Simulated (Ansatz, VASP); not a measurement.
# Two plane-wave programs on ZrS2

```
S Zr
1.0
     3.64845    0.00000    0.00000
    -1.82422    3.15965    0.00000
     0.00000    0.00000   18.91770
S Zr
2 1
Direct
  0.33333 0.66667 0.42288
  0.66667 0.33333 0.57712
  0.00000 0.00000 0.50000
```

Alike in both runs: task single point; functional PBE; k mesh 12 × 12 × 1; occupations gaussian, width 0.03 eV; no spin polarisation.

```csv
,VASP,Ansatz
version,VASP 6.6.1,Ansatz 0.2.0
potentials or method,"VASP PAW PBE potentials, release 64 (S, Zr_sv), cutoff 400 eV","scalar-relativistic, plane waves, PAW"
valence electrons in the cell,24,24
```

|  | VASP | Ansatz | Ansatz less VASP |
| --- | --- | --- | --- |
| gap on the k mesh at the Fermi level (eV) | 1.10 | 1.10 | +0.003 |
| least direct gap on the mesh (eV) | 1.69 | 1.68 | -0.004 |
| rms of the force components (eV/Å) | 0.039 | 0.035 | -0.0039 |
